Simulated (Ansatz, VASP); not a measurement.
## AlN in VASP and in Ansatz

```
Al N
1.0
     0.00000    2.18863    2.18863
     2.18863    0.00000    2.18863
     2.18863    2.18863    0.00000
Al N
1 1
Direct
  0.00000 0.00000 0.00000
  0.25000 0.25000 0.25000
```

Alike in both runs: functional PBEsol; k mesh 8 × 8 × 8; occupations gaussian, width 0.02 eV; no spin polarisation.

Ansatz relaxed the structure, and its values are those at the end. VASP's run is a single point on that final structure, the one shown.

|  | VASP | Ansatz |
| --- | --- | --- |
| version | VASP 6.6.1 | Ansatz 0.2.0 |
| potentials or method | VASP PAW PBE potentials, release 64 (Al, N), cutoff 600 eV | scalar-relativistic, plane waves, PAW |
| valence electrons in the cell | 8 | 8 |

```csv
,VASP,Ansatz,Ansatz less VASP
gap on the k mesh at the Fermi level (eV),3.18,3.19,+0.007
least direct gap on the mesh (eV),4.08,4.06,-0.016
pressure (GPa),-0.1,0.0,+0.11
```

VASP's potentials were made for PBE, not for PBEsol, and Ansatz warns of the same on its side. The functional is the same, so the differences come from potentials, cutoffs and numerics.
